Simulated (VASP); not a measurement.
Input of a VASP 6.6.1 run:

The input INCAR:

```
SYSTEM = Si
PREC = Accurate
ENCUT = 520
EDIFF = 1E-6
ISMEAR = 0
SIGMA = 0.01
LREAL = .False.
LASPH = .True.
NELM = 80
ALGO = Normal
ISIF = 2
LWAVE = .False.
LCHARG = .False.
GGA = PE
NBANDS = 11
```

The input KPOINTS:

```
Automatic mesh
0
Gamma
  4 4 4
  0 0 0
```

The input POSCAR:

```
Si
1.0
    0.0000000000      2.7350468793      2.7350468793
    2.7350468793      0.0000000000      2.7350468793
    2.7350468793      2.7350468793      0.0000000000
Si
2
Direct
    0.7500000000      0.7500000000      0.7500000000
    0.5000000000      0.5000000000      0.5000000000
```

Potentials or basis: VASP PAW PBE potentials, release 64 (Si).

Launch:

```bash
$ cat potpaw_PBE.64/Si/POTCAR > POTCAR
$ mpirun -np 1 vasp_std > vasp.out
```

(1) Predict the band gap on the k mesh.

(2) Estimate the pressure.

Results:

(1) 0.74 eV, indirect (least direct gap 2.54 eV).

(2) 0.5 GPa.

Caveat: the k points lie up to 0.50 Å⁻¹ apart.
